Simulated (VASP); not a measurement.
# CoSi (Pm-3m) in VASP: notebook

Runs on CoSi. Level: PBE. Tasks: single point.

Everything below comes from runs of VASP 6.6.1. Logs are shortened: lines on timing, memory, paths and dates and some standing lists are left out, and cuts for length are marked.

## 1. The cell of the first run

Symmetry: Pm-3m, No. 221, cubic system. Conventional cell: a = 2.729 Å, b = 2.729 Å, c = 2.729 Å, α = 90.00°, β = 90.00°, γ = 90.00°. Within 3.1 Å of Co (site symmetry m-3m) lie 8 Si at 2.36 Å and 6 Co at 2.73 Å. Si (site symmetry m-3m) has 8 Co at 2.36 Å and 6 Si at 2.73 Å within 3.1 Å.

## 2. Single point, PBE, collinear spin, ferromagnetic start (10.16 Å³/atom)

Input file INCAR:

```
PREC = Accurate
ENCUT = 520
EDIFF = 1E-6
ISMEAR = 0
SIGMA = 0.1
LREAL = F
LASPH = T
NELM = 150
ALGO = Normal
ISIF = 2
LWAVE = F
LCHARG = F
ISPIN = 2
MAGMOM = 0.7 0
LORBIT = 11
LMAXMIX = 4
GGA = PE
NBANDS = 18
```

Input file KPOINTS:

```
Automatic mesh
0
Gamma
  16 16 16
```

Input file POSCAR:

```
CoSi
1.0
    2.7290722401      0.0000000000      0.0000000000
    0.0000000000      2.7290722401      0.0000000000
    0.0000000000      0.0000000000      2.7290722401
Co Si
1 1
Direct
    0.0000000000      0.0000000000      0.0000000000
    0.5000000000      0.5000000000      0.5000000000
```

Potentials or basis: VASP PAW PBE potentials, release 64 (Co, Si).

Started as:

```
cat potpaw_PBE.64/Co/POTCAR potpaw_PBE.64/Si/POTCAR > POTCAR
mpirun -np 1 vasp_std > vasp.out
```

OUTCAR:

```text
PREC = Accurate
   ENCUT = 520
   EDIFF = 1E-6
   ISMEAR = 0
   LREAL = F
   LASPH = T
   NELM = 150
   ISIF = 2
   ISPIN = 2
   LORBIT = 11
   GGA = PE

 ion  position               nearest neighbor table
   1  0.000  0.000  0.000-   2 2.36   2 2.36   2 2.36   2 2.36   2 2.36   2 2.36   2 2.36   2 2.36

   2  0.500  0.500  0.500-   1 2.36   1 2.36   1 2.36   1 2.36   1 2.36   1 2.36   1 2.36   1 2.36

  LATTYP: Found a simple cubic cell.
 ALAT       =     2.7290722401

  Lattice vectors:

 A1 = (   2.7290722401,   0.0000000000,   0.0000000000)
 A2 = (   0.0000000000,   2.7290722401,   0.0000000000)
 A3 = (   0.0000000000,   0.0000000000,   2.7290722401)

Analysis of symmetry for initial positions (statically):
=====================================================================
 Subroutine PRICEL returns:
 Original cell was already a primitive cell.

 Routine SETGRP: Setting up the symmetry group for a
 simple cubic supercell.

 Subroutine GETGRP returns: Found 48 space group operations
 (whereof 48 operations were pure point group operations)
 out of a pool of 48 trial point group operations.

The static configuration has the point symmetry O_h .

Analysis of symmetry for dynamics (positions and initial velocities):
=====================================================================
 Subroutine PRICEL returns:
 Original cell was already a primitive cell.

 Routine SETGRP: Setting up the symmetry group for a
 simple cubic supercell.

 Subroutine GETGRP returns: Found 48 space group operations
 (whereof 48 operations were pure point group operations)
 out of a pool of 48 trial point group operations.

The dynamic configuration has the point symmetry O_h .

Analysis of structural, dynamic, and magnetic symmetry:
=====================================================================
 Subroutine PRICEL returns:
 Original cell was already a primitive cell.

 Routine SETGRP: Setting up the symmetry group for a
 simple cubic supercell.

 Subroutine GETGRP returns: Found 48 space group operations
 (whereof 48 operations were pure point group operations)
 out of a pool of 48 trial point group operations.

The overall configuration has the point symmetry O_h .

 Subroutine INISYM returns: Found 48 space group operations
 (whereof 48 operations are pure point group operations),
 and found     1 'primitive' translations

----------------------------------------------------------------------------------------

                                     Primitive cell

  volume of cell :      20.3257

  direct lattice vectors                    reciprocal lattice vectors
     2.729072240  0.000000000  0.000000000     0.366424892  0.000000000  0.000000000
     0.000000000  2.729072240  0.000000000     0.000000000  0.366424892  0.000000000
     0.000000000  0.000000000  2.729072240     0.000000000  0.000000000  0.366424892

  length of vectors
     2.729072240  2.729072240  2.729072240     0.366424892  0.366424892  0.366424892

  position of ions in fractional coordinates (direct lattice)
     0.000000000  0.000000000  0.000000000
     0.500000000  0.500000000  0.500000000

  ion indices of the primitive-cell ions
   primitive index   ion index
                 1           1
                 2           2

----------------------------------------------------------------------------------------

 KPOINTS: Automatic mesh

Automatic generation of k-mesh.
 Grid dimensions read from file:
 generate k-points for:   16   16   16

 Generating k-lattice:

  Cartesian coordinates                     Fractional coordinates (reciprocal lattice)
     0.022901556  0.000000000  0.000000000     0.062500000  0.000000000  0.000000000
     0.000000000  0.022901556  0.000000000     0.000000000  0.062500000  0.000000000
     0.000000000  0.000000000  0.022901556     0.000000000  0.000000000  0.062500000

  Length of vectors
     0.022901556  0.022901556  0.022901556

  Shift w.r.t. Gamma in fractional coordinates (k-lattice)
     0.000000000  0.000000000  0.000000000

 Subroutine IBZKPT returns following result:
 ===========================================

 Found    165 irreducible k-points:

 Following reciprocal coordinates:
            Coordinates               Weight
  0.000000  0.000000  0.000000      1.000000
  0.062500  0.000000  0.000000      6.000000
  0.125000  0.000000  0.000000      6.000000
  0.187500  0.000000  0.000000      6.000000
  0.250000  0.000000  0.000000      6.000000
  0.312500  0.000000  0.000000      6.000000
[... 16 lines left out ...]
  0.437500  0.125000  0.000000     24.000000
  0.500000  0.125000  0.000000     12.000000
 [... further k-points ...]
   k-points           NKPTS =    165   k-points in BZ     NKDIM =    165   number of bands    NBANDS=     18
   number of dos      NEDOS =    301   number of ions     NIONS =      2
   total plane-waves  NPLWV =   8000
   dimension x,y,z NGX =    20 NGY =   20 NGZ =   20
   dimension x,y,z NGXF=    40 NGYF=   40 NGZF=   40
   ions per type =               1   1
   NGX,Y,Z   is equivalent  to a cutoff of  12.18, 12.18, 12.18 a.u.
   NGXF,Y,Z  is equivalent  to a cutoff of  24.37, 24.37, 24.37 a.u.
 SYSTEM =  unknown system
   PREC   = accura    normal or accurate (medium, high low for compatibility)
   ISTART =      0    job   : 0-new  1-cont  2-samecut
   ICHARG =      2    charge: 1-file 2-atom 10-const
   ISPIN  =      2    spin polarized calculation?
   LNONCOLLINEAR =      F non collinear calculations
   LSORBIT =      F    spin-orbit coupling
   LASPH  =      T    aspherical Exc in radial PAW
   ENCUT  =  520.0 eV  38.22 Ry    6.18 a.u.   5.07  5.07  5.07*2*pi/ulx,y,z
   NELM   =    150;   NELMIN=  2; NELMDL= -5     # of ELM steps
   EDIFF  = 0.1E-05   stopping-criterion for ELM
   LREAL  =      F    real-space projection
   EDIFFG = 0.1E-04   stopping-criterion for IOM
   NSW    =      0    number of steps for IOM
   IBRION =     -1    ionic relax: 0-MD 1-quasi-New 2-CG
   NFREE  =      0    steps in history (QN), initial steepest desc. (CG)
   ISIF   =      2    stress and relaxation
   ISYM   =      2    0-nonsym 1-usesym 2-fastsym
   POTIM  = 0.5000    time-step for ionic-motion
   TEBEG  =    0.0;   TEEND  =   0.0 temperature during run
   PSTRESS=    0.0 pullay stress
   NELECT =      13.0000    total number of electrons
   NUPDOWN=      -1.0000    fix difference up-down
   EMIN   =  10.00;   EMAX   =-10.00  energy-range for DOS
   EFERMI =   0.00;   METHOD = LEGACY
   ISMEAR =     0;   SIGMA  =   0.10  broadening in eV -4-tet -1-fermi 0-gaus
   EFERMI_NEDOS =   21; number of points for ismear=-14 and -15
   IALGO  =     38    algorithm
   IMIX   =      4    mixing-type and parameters
     AMIX     =   0.40;   BMIX     =  1.00
     AMIX_MAG =   1.60;   BMIX_MAG =  1.00
  volume/ion in A,a.u.               =      10.16        68.58
  Fermi-wavevector in a.u.,A,eV,Ry     =   1.410504  2.665466 27.069075  1.989521
  Thomas-Fermi vector in A             =   2.532451
   LORBIT       =     11    0 simple, 1 ext, 2 COOP (PROOUT), +10 PAW based schemes
   GGA     = PE    functional components
   LHFCALC =     F    Hartree Fock is set to
   AEXX    =    0.0000 exact exchange contribution
   IVDW    =     0    specifies the selected vdW correction
   LEPSILON=     F    determine dielectric tensor
   LRPA    =     F    only Hartree local field effects (RPA)
 spin polarized calculation
 Gauss-broadening in eV      SIGMA  =   0.10
  energy-cutoff  :      520.00
  volume of cell :       20.33
 maximum number of plane-waves:       560
   NGX = 11   NGY = 11   NGZ = 11

 number of electron      13.0000009 magnetization       0.4747412

 Free energy of the ion-electron system (eV)
  ---------------------------------------------------
  ext. energy  EPLUGINS =         0.00000000
  ---------------------------------------------------
  free energy    TOTEN  =       -13.23382171 eV

  energy without entropy =      -13.22276990  energy(sigma->0) =      -13.22829581

 E-fermi :  13.8035     XC(G=0): -13.2336

 val. band max:       13.7993321105   @ k =   0.3125   0.2500   0.1250
 cond. band min:      13.8051941958   @ k =   0.4375   0.3125   0.1250
 fundamental gap:      0.0058620853
 Fermi energy:        13.8035093324

 spin component 1

 k-point     1 :       0.0000    0.0000    0.0000
  band No.  band energies     occupation
      1      -1.0018      1.00000
      2       9.3651      1.00000
      3       9.3651      1.00000
      4      12.1586      1.00000
      5      12.1586      1.00000
      6      12.1586      1.00000
[... 10 lines left out ...]
     17      37.7086      0.00000
     18      37.7086      0.00000
[... 463 lines left out ...]
 k-point    24 :       0.5000    0.1250    0.0000
  band No.  band energies     occupation
      1       3.2849      1.00000
      2       4.8308      1.00000
      3      10.2520      1.00000
      4      10.5359      1.00000
      5      10.8739      1.00000
      6      12.1485      1.00000
[... 10 lines left out ...]
     17      37.4225      0.00000
     18      42.4386      0.00000

 [... further k-points ...]

 spin component 2

 k-point     1 :       0.0000    0.0000    0.0000
  band No.  band energies     occupation
      1      -0.9860      1.00000
      2       9.8685      1.00000
      3       9.8685      1.00000
      4      12.4671      1.00000
      5      12.4671      1.00000
      6      12.4671      1.00000
[... 10 lines left out ...]
     17      37.6921      0.00000
     18      37.6921      0.00000
[... 463 lines left out ...]
 k-point    24 :       0.5000    0.1250    0.0000
  band No.  band energies     occupation
      1       3.2988      1.00000
      2       4.8901      1.00000
      3      10.7558      1.00000
      4      10.8505      1.00000
      5      11.1269      1.00000
      6      12.4559      1.00000
[... 10 lines left out ...]
     17      37.4659      0.00000
     18      42.5612      0.00000

 [... further k-points ...]

------------------------ aborting loop because EDIFF is reached ----------------------------------------

  FORCE on cell =-STRESS in cart. coord.  units (eV):
  Direction    XX          YY          ZZ          XY          YZ          ZX
  --------------------------------------------------------------------------------------
  -------------------------------------------------------------------------------------
  Total        1.7883628      1.7883628      1.7883628      0.0000000     -0.0000000      0.0000000
  in kB      140.9681861    140.9681861    140.9681861      0.0000000     -0.0000000      0.0000000
  external PRESSURE =     140.9681861 kB  Pullay stress =       0.0000000 kB

 VOLUME and BASIS-vectors are now :
 -----------------------------------------------------------------------------
  energy-cutoff  :      520.00
  volume of cell :       20.33
      direct lattice vectors                 reciprocal lattice vectors
     2.729072240  0.000000000  0.000000000     0.366424892  0.000000000  0.000000000
     0.000000000  2.729072240  0.000000000     0.000000000  0.366424892  0.000000000
     0.000000000  0.000000000  2.729072240     0.000000000  0.000000000  0.366424892

 POSITION                                       TOTAL-FORCE (eV/Angst)
 -----------------------------------------------------------------------------------
      0.00000      0.00000      0.00000         0.000000      0.000000      0.000000
      1.36454      1.36454      1.36454         0.000000      0.000000      0.000000
 -----------------------------------------------------------------------------------
    total drift:                               -0.000000      0.000000      0.000000

  FREE ENERGIE OF THE ION-ELECTRON SYSTEM (eV)
  ---------------------------------------------------
  free  energy   TOTEN  =       -13.2338217142 eV

  energy  without entropy=      -13.2227698977  energy(sigma->0) =      -13.22829581

 total charge

# of ion       s       p       d       tot
------------------------------------------
    1        0.465   0.652   7.642   8.759
    2        0.704   0.904   0.000   1.608
--------------------------------------------------
tot          1.169   1.555   7.642  10.366

 magnetization (x)

# of ion       s       p       d       tot
------------------------------------------
    1        0.007   0.002   0.461   0.471
    2        0.001   0.012   0.000   0.013
--------------------------------------------------
tot          0.008   0.014   0.461   0.483
```

Wall time 35 s (1 thread of Intel Xeon 6975P-C (Granite Rapids), shared host); peak memory 0.2 GiB.

Results:

```yaml
Free_energy: -13.2338 eV
Pressure: 14.1 GPa
Net_moment: 0.47 μB per cell
Site_moments: Co +0.47; Si +0.01 μB
Valence_electrons_inside_the_program's_atomic_spheres: Co 8.76; Si 1.61
```

Levels at points of the mesh, in eV from the Fermi level:
Spin up:
| k point | band 3 | band 4 | band 5 | band 6 | band 7 | band 8 | band 9 | band 10 | band 11 | band 12 |
| --- | --- | --- | --- | --- | --- | --- | --- | --- | --- | --- |
| (0.00, 0.00, 0.00) | -4.44 | -1.64 | -1.64 | -1.64 | 3.13 | 3.13 | 3.13 | 7.56 | 7.56 | 13.05 |
| (0.50, 0.00, 0.00) | -3.62 | -2.99 | -2.99 | -1.48 | -0.70 | 6.56 | 8.54 | 8.54 | 9.62 | 9.62 |
| (0.50, 0.50, 0.00) | -5.55 | -4.48 | -2.52 | -2.52 | -1.05 | 1.62 | 1.82 | 8.53 | 13.88 | 14.93 |
| (0.50, 0.50, 0.50) | -6.36 | -1.36 | -1.00 | -1.00 | 1.19 | 1.19 | 1.19 | 3.68 | 3.68 | 3.68 |
Spin down:
```
           k point  band 2  band 3  band 4  band 5  band 6  band 7  band 8  band 9  band 10  band 11
(0.00, 0.00, 0.00)   -3.94   -3.94   -1.34   -1.34   -1.34    3.14    3.14    3.14     7.81     7.81
(0.50, 0.00, 0.00)   -9.23   -3.02   -2.74   -2.74   -1.16    0.03    6.56    8.63     8.63     9.65
(0.50, 0.50, 0.00)   -5.54   -5.54   -4.11   -2.25   -2.25   -0.26    1.88    2.25     8.54    13.90
(0.50, 0.50, 0.50)   -6.25   -6.25   -1.35   -0.22   -0.22    1.21    1.21    1.21     3.89     3.89
```

Caveat: the cell stands under pressure.

(Continued in part 2 of 3.)
